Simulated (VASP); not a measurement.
A run of VASP 6.6.1 is set up as follows.

Contents of POSCAR:

```
NaF
1.0
    0.0000000000      2.3353646862      2.3353646862
    2.3353646862      0.0000000000      2.3353646862
    2.3353646862      2.3353646862      0.0000000000
Na F
1 1
Direct
    0.0000000000      0.0000000000      0.0000000000
    0.5000000000      0.5000000000      0.5000000000
```

INCAR.step1

```
SYSTEM = NaF
ALGO = Normal
EDIFF = 1E-5
ENCUT = 520
GGA = PE
ISIF = 2
ISMEAR = -1
LASPH = .True.
LREAL = .False.
LWAVE = .True.
NBANDS = 14
NELM = 80
PREC = Accurate
SIGMA = 0.05
```

File INCAR.step2:

```
SYSTEM = NaF
AEXX = 0.25
ALGO = Normal
EDIFF = 1E-6
ENCUT = 520
GGA = PE
ISIF = 2
ISMEAR = -1
ISTART = 1
LASPH = .True.
LCHARG = .True.
LELF = .True.
LHFCALC = .True.
LREAL = .False.
LVHAR = .True.
LWAVE = .False.
NBANDS = 14
NELM = 80
PREC = Accurate
PRECFOCK = Normal
SIGMA = 0.05
```

File KPOINTS:

```
k-points
0
Gamma
  6 6 6
  0 0 0
```

Potentials or basis: VASP PAW PBE potentials, release 64 (Na_pv, F).

Run with:

```sh
$ cat potpaw_PBE.64/Na_pv/POTCAR potpaw_PBE.64/F/POTCAR > POTCAR
$ cp INCAR.step1 INCAR
$ mpirun -np 1 vasp_std > vasp.out
$ cp INCAR.step2 INCAR
$ mpirun -np 1 vasp_std > vasp.out
```

(1) Predict the band gap on the k mesh.

(2) What does it give for the pressure?

Results:

(1) 9.09 eV.

(2) -1.0 GPa.

Caveat: the PAW data sets were made with another functional, which shifts forces and pressure a little.
